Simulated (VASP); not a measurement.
A run of VASP 6.6.1 is set up as follows.

Contents of POSCAR:

```
SiNi2
1.0
    3.6555021359      0.0000000000      0.0000000000
   -1.8277510679      3.1657577133      0.0000000000
    0.0000000000      0.0000000000      4.6012343437
Si Ni
2 4
Direct
    0.3333333333      0.6666666667      0.7500000000
    0.6666666667      0.3333333333      0.2500000000
    0.0000000000      0.0000000000      0.0000000000
    0.0000000000      0.0000000000      0.5000000000
    0.3333333333      0.6666666667      0.2500000000
    0.6666666667      0.3333333333      0.7500000000
```

Contents of INCAR.step1:

```
SYSTEM = SiNi2
  ALGO = Normal
  EDIFF = 1E-4
  ENCUT = 600
  GGA = PE
  ISMEAR = 0
  LASPH = .True.
  LCHARG = .False.
  LREAL = .False.
  LWAVE = .True.
  NELM = 60
  PREC = Accurate
  SIGMA = 0.1
```

INCAR.step2

```
SYSTEM = SiNi2
  ALGO = Normal
  EDIFF = 1E-7
  EDIFFG = -0.008
  ENCUT = 600
  IBRION = 2
  ISIF = 3
  ISMEAR = 0
  ISTART = 1
  LASPH = .True.
  LCHARG = .False.
  LMIXTAU = .True.
  LREAL = .False.
  LWAVE = .False.
  METAGGA = R2SCAN
  NELM = 60
  NSW = 70
  PREC = Accurate
  PSTRESS = 600.0
  SIGMA = 0.1
```

KPOINTS

```
k-points
0
Gamma
  12 12 8
  0 0 0
```

Potentials or basis: VASP PAW PBE potentials, release 64 (Si, Ni).

The run is started by

```sh
$ cat potpaw_PBE.64/Si/POTCAR potpaw_PBE.64/Ni/POTCAR > POTCAR
$ cp INCAR.step1 INCAR
$ mpirun -np 1 vasp_std > vasp.out
$ cp INCAR.step2 INCAR
$ mpirun -np 1 vasp_std > vasp.out
```

Task: Estimate the band gap on the k mesh.

Result: Zero (bands 24 and 25 overlap by 4.35 eV).

Task: What does it give for the relaxed volume?

Result: 8.93 Å³/atom.

Task: Estimate the space group after relaxing (to 0.1 Å).

Result: P6_3/mmc (No. 194).

Final structure:
```
CELL_PARAMETERS angstrom
3.67090 0.00000 0.00000
-1.83545 3.17909 0.00000
0.00000 0.00000 4.59168
ATOMIC_POSITIONS crystal
Si 0.33333 0.66667 0.75000
Si 0.66667 0.33333 0.25000
Ni 0.00000 0.00000 0.00000
Ni 0.00000 0.00000 0.50000
Ni 0.33333 0.66667 0.25000
Ni 0.66667 0.33333 0.75000
```

Caveat: the cell is relaxed towards a set pressure, so the run minimises the enthalpy, not the energy; the PAW data sets were made with another functional, which shifts forces and pressure a little. Zero-point motion and thermal expansion aren't in these numbers.
